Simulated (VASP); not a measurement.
Write the native input for VASP 6.6.1 that does the following.

```yaml
Task: single point
Functional: PBE
Potentials_or_basis: VASP PAW PBE potentials, release 64 (Mo_sv, Si)
Cutoff: 520 eV
k_mesh: 12 × 12 × 12
Occupations: fermi-dirac, width 0.05 eV
Spin: no spin polarisation
Dipole_correction: no
Further_INCAR_settings: ALGO = Normal; EDIFF = 1e-06; NBANDS = 18
```

The structure of Si2Mo lies in POSCAR:

```
Si2Mo
1.0
   -1.6105963353      1.6105963353      3.9565305599
    1.6105963353     -1.6105963353      3.9565305599
    1.6105963353      1.6105963353     -3.9565305599
Mo Si
1 2
Direct
    0.0000000000      0.0000000000      0.0000000000
    0.6670000000      0.6670000000      0.0000000000
    0.3330000000      0.3330000000      0.0000000000
```

The input as run:

INCAR

```
ALGO = Normal ; EDIFF = 1E-6
ENCUT = 520 ; GGA = PE
ISIF = 2 ; ISMEAR = -1
LASPH = T ; LCHARG = T
LELF = T ; LREAL = F
LVHAR = T ; LWAVE = F
NBANDS = 18 ; NELM = 60
PREC = Accurate ; SIGMA = 0.05
```

KPOINTS

```
k-points
0
Gamma
  12 12 12
```

Potentials or basis: VASP PAW PBE potentials, release 64 (Mo_sv, Si).

Launch:

```bash
$ cat potpaw_PBE.64/Mo_sv/POTCAR potpaw_PBE.64/Si/POTCAR > POTCAR
$ mpirun -np 1 vasp_std > vasp.out
```

Results of the run:

* Pressure: -1.7 GPa
* Largest force: 0.305 eV/Å
* Band gap on the k mesh: zero (bands 11 and 12 overlap by 1.03 eV)

It took 110 s on 1 thread of AMD EPYC 9R45 96-Core Processor (Zen 5) (shared host), peak memory 0.25 GiB.
